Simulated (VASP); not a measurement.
The system is P.

```
P
1.0
     2.53000    0.00000    0.00000
     0.00000    2.53000    0.00000
     0.00000    0.00000    2.53000
P
1
Cartesian
  0.0000 0.0000 0.0000
```

- Program: VASP 6.6.1
- Task: relaxation of cell and atoms
- Functional: LDA
- Potentials or basis: VASP PAW LDA potentials, release 64 (P)
- Cutoff: 500 eV
- k mesh: 9 × 9 × 9
- Occupations: gaussian, width 0.02 eV
- Spin: no spin polarisation

At the start: pressure -13.5 GPa; volume 16.19 Å³/atom.

Problem. How do energy, volume and symmetry change on relaxing?

Solution. Over 3 steps the energy falls by 98.1 meV/atom and the volume is 14.02 Å³/atom (-13.4 %); space group Pm-3m (No. 221, to 0.05 Å).

The path:
| step | energy change (eV) | largest force (eV/Å) | pressure (GPa) | volume (Å³) |
| --- | --- | --- | --- | --- |
| 1 | 0.0000 | 0.0000 | -13.50 | 16.19 |
| 2 | -0.0820 | 0.0000 | 7.87 | 13.20 |
| 3 | -0.0981 | 0.0000 | 0.09 | 14.02 |

Final structure:
```
CELL_PARAMETERS angstrom
2.41129 0.00000 0.00000
0.00000 2.41129 0.00000
0.00000 0.00000 2.41129
ATOMIC_POSITIONS crystal
P 0.00000 0.00000 0.00000
```
